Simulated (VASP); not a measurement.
## Si2W: single point with PBE

Si2W:

```
Si W
1.0
    -1.62945    1.62945    3.99079
     1.62945   -1.62945    3.99079
     1.62945    1.62945   -3.99079
Si W
2 1
Direct
  0.33457 0.33457 0.00000
  0.66543 0.66543 0.00000
  0.00000 0.00000 0.00000
```

```
Program                : VASP 6.6.1
Task                   : single point
Functional             : PBE
Potentials or basis    : VASP PAW PBE potentials, release 64 (Si, W_sv)
Cutoff                 : 520 eV
k mesh                 : 16 × 16 × 16
Occupations            : fermi-dirac, width 0.05 eV
Spin                   : no spin polarisation
Dipole correction      : no
Further INCAR settings : ALGO = Normal; EDIFF = 1e-06; NBANDS = 18
```

| Property | Result |
| --- | --- |
| Pressure | -6.8 GPa |
| Largest force | 0.078 eV/Å |
| Band gap on the k mesh | zero (bands 11 and 12 overlap by 1.23 eV) |

Forces in eV/Å, atoms in the order of the input:
```
Si   0.000  0.000  0.078
Si   0.000  0.000 -0.078
W    0.000  0.000  0.000
```

Stress tensor (GPa, compression positive):
```
-5.86  0.00  0.00
 0.00 -5.86  0.00
 0.00  0.00 -8.66
```

Levels at points of the mesh, in eV from the Fermi level:
```
           k point  band 7  band 8  band 9  band 10  band 11  band 12  band 13  band 14  band 15  band 16
(0.00, 0.00, 0.00)   -3.86   -3.10   -2.69    -2.69     0.60     2.48     2.98     2.98     3.10     4.33
(0.50, 0.00, 0.00)   -5.56   -4.72   -2.63    -2.61    -0.37     2.54     2.73     3.76     4.00     5.05
(0.50, 0.50, 0.00)   -5.79   -5.51   -4.82    -3.10    -1.73     2.56     2.79     2.92     3.67     4.27
(0.50, 0.50, 0.50)   -3.58   -2.44   -0.81    -0.81    -0.48    -0.48     0.76     4.21     4.32     6.09
```

Wall time 6 min on 1 thread of Intel Xeon 8259CL, with other jobs on the host, peak memory 0.4 GiB.

Caveat: the cell stands under tension; spin-orbit coupling is left out, which moves the levels of the heavy elements.
